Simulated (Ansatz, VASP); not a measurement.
## Two plane-wave programs on W

Contents of INCAR:

```
SYSTEM = W
  PREC = Accurate
  ENCUT = 520
  EDIFF = 1E-6
  ISMEAR = -1
  SIGMA = 0.15
  LREAL = .False.
  LASPH = .True.
  NELM = 60
  ALGO = Normal
  ISIF = 2
  LWAVE = .False.
  LCHARG = .True.
  GGA = CA
  LELF = .True.
  LVHAR = .True.
  NBANDS = 13
```

The input KPOINTS:

```
Automatic mesh
0
Gamma
  20 20 20
  0 0 0
```

Contents of POSCAR:

```
W
1.0
    0.0000000000      1.9738262339      1.9738262339
    1.9738262339      0.0000000000      1.9738262339
    1.9738262339      1.9738262339      0.0000000000
W
1
Direct
    0.0000000000      0.0000000000      0.0000000000
```

Input for Ansatz:

```yaml
crystal:
  lattice:
    - [0.0, 1.9738262339, 1.9738262339]
    - [1.9738262339, 0.0, 1.9738262339]
    - [1.9738262339, 1.9738262339, 0.0]
  atoms:
    - { symbol: W, position: [0.0, 0.0, 0.0] }
basis:
  ecutwfc: 420
kpoints:
  mp_grid: { grid: [20, 20, 20] }
hamiltonian:
  xc: lda
scf:
  occupations: { method: fermi_dirac, width: 0.15 }
output:
  forces: true
  stress: true
  eigenvalues: true
```

Alike in both runs: task single point; functional LDA; k mesh 20 × 20 × 20; occupations fermi-dirac, width 0.15 eV; no spin polarisation.

```csv
,VASP,Ansatz
version,VASP 6.6.1,Ansatz 0.2.0
potentials or method,"VASP PAW LDA potentials, release 64 (W_sv), cutoff 520 eV","scalar-relativistic, plane waves, PAW"
valence electrons in the cell,14,14
```

|  | VASP | Ansatz | Ansatz less VASP |
| --- | --- | --- | --- |
| gap on the k mesh at the Fermi level (eV) | none | none | - |
| pressure (GPa) | 8.5 | 6.5 | -1.99 |

LDA's correlation is that of Perdew and Zunger in VASP and of Perdew and Wang (1992) in Ansatz. A gap of «none» marks a metal or a gap that the smearing closes.

Neither program's run includes spin-orbit coupling.
